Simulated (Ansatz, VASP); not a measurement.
## Be2PtBr6: VASP beside Ansatz

```
Be Pt Br
1.0
     0.00000    4.59191    4.59191
     4.59191    0.00000    4.59191
     4.59191    4.59191    0.00000
Be Pt Br
2 1 6
Direct
  0.75000 0.75000 0.75000
  0.25000 0.25000 0.25000
  0.00000 0.00000 0.00000
  0.50000 0.00000 0.00000
  0.00000 0.50000 0.50000
  0.00000 0.50000 0.00000
  0.50000 0.00000 0.50000
  0.00000 0.00000 0.50000
  0.50000 0.50000 0.00000
```

Change from the starting cell: ordered vacancies on the A sites of perovskite (Fm-3m, No. 225).

Alike in both runs: task relaxation of cell and atoms; functional PBE; k mesh 4 × 4 × 4; occupations gaussian, width 0.1 eV; no spin polarisation.

```csv
,VASP,Ansatz
version,VASP 6.6.1,Ansatz 0.2.0
potentials or method,"VASP PAW PBE potentials, release 64 (Be, Pt, Br), cutoff 600 eV","scalar-relativistic, plane waves, PAW"
valence electrons in the cell,56,64
```

VASP gave:

| Property | Result |
| --- | --- |
| gap on the k mesh at the Fermi level, each at its own relaxed structure (eV) | none |
| relaxed volume (Å³/atom) | 24.63 |
| relaxed length of the cell vector where the two differ most in proportion (Å) | 6.793 |

Which values does Ansatz return?

gap on the k mesh at the Fermi level, each at its own relaxed structure (eV): none; relaxed volume (Å³/atom): 24.67; relaxed length of the cell vector where the two differ most in proportion (Å): 6.797.

A gap of «none» marks a metal or a gap that the smearing closes. VASP's potentials hold 56 valence electrons a cell and Ansatz's 64, so a difference there can come from the potentials and not from the codes.

Neither program's run includes spin-orbit coupling.
